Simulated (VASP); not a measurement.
Here is a VASP 6.6.1 calculation.

INCAR

```
SYSTEM = AgC2
PREC = Accurate
ENCUT = 700
EDIFF = 1E-6
ISMEAR = 0
SIGMA = 0.2
LREAL = .False.
LASPH = .True.
NELM = 120
ALGO = Normal
ISIF = 2
LWAVE = .False.
LCHARG = .False.
GGA = PE
NBANDS = 36
GGA_COMPAT = .False.
```

File KPOINTS:

```
regular mesh
0
Gamma
  5 5 2
  0 0 0
```

File POSCAR:

```
AgC2
1.0
    2.7454995455      0.0000000000      0.0000000000
    0.0000000000      2.7454995455      0.0000000000
    0.0000000000      0.0000000000      8.4618606963
Ag C
2 4
Direct
    0.0000000000      0.5000000000      0.6444688428
    0.5000000000      0.0000000000      0.3555311572
    0.5000000000      0.0000000000      0.8016416933
    0.0000000000      0.5000000000      0.1983583067
    0.0000000000      0.5000000000      1.0368129807
    0.5000000000      0.0000000000     -0.0368129807
```

Potentials or basis: VASP PAW PBE potentials, release 64 (Ag_sv_GW, C).

The run is started by

```bash
$ cat potpaw_PBE.64/Ag_sv_GW/POTCAR potpaw_PBE.64/C/POTCAR > POTCAR
$ mpirun -np 1 vasp_std > vasp.out
```

What does it give for the largest force?

0.063 eV/Å.

What does it give for the band gap on the k mesh?

Zero (bands 27 and 28 overlap by 1.62 eV).

Forces on the atoms (eV/Å):
```
Ag   0.000  0.000 -0.032
Ag   0.000  0.000  0.032
C    0.000  0.000 -0.063
C    0.000  0.000  0.063
C    0.000  0.000 -0.054
C    0.000  0.000  0.054
```

Caveat: the k points lie up to 0.46 Å⁻¹ apart, too coarse for converged energies and pressures of a metal.
